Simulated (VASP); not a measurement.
Input of a VASP 6.6.1 run:

Contents of INCAR:

```
SYSTEM = CdGe3
PREC = Accurate
ENCUT = 520
EDIFF = 1E-6
ISMEAR = -1
SIGMA = 0.05
LREAL = .FALSE.
LASPH = .TRUE.
NELM = 60
ALGO = Normal
ISIF = 2
LWAVE = .FALSE.
LCHARG = .FALSE.
GGA = PE
NBANDS = 35
```

File KPOINTS:

```
Automatic mesh
0
G
  9 9 9
  0 0 0
```

Contents of POSCAR:

```
CdGe3
1.0
   -2.1286688055      2.1286688055      4.6875681570
    2.1286688055     -2.1286688055      4.6875681570
    2.1286688055      2.1286688055     -4.6875681570
Cd Ge
1 3
Direct
    0.0000000000      0.0000000000      0.0000000000
    0.5000000000      0.5000000000      0.0000000000
    0.2500000000      0.7500000000      0.5000000000
    0.7500000000      0.2500000000      0.5000000000
```

Potentials or basis: VASP PAW PBE potentials, release 64 (Cd, Ge_d).

The run is started by

```sh
$ cat potpaw_PBE.64/Cd/POTCAR potpaw_PBE.64/Ge_d/POTCAR > POTCAR
$ mpirun -np 1 vasp_std > vasp.out
```

(1) Estimate the pressure.

(2) Estimate the band gap on the k mesh.

Answers

(1) -1.5 GPa.

(2) zero (band 27 reaches 6.87 eV, above the bottom of band 28 at 3.24 eV).
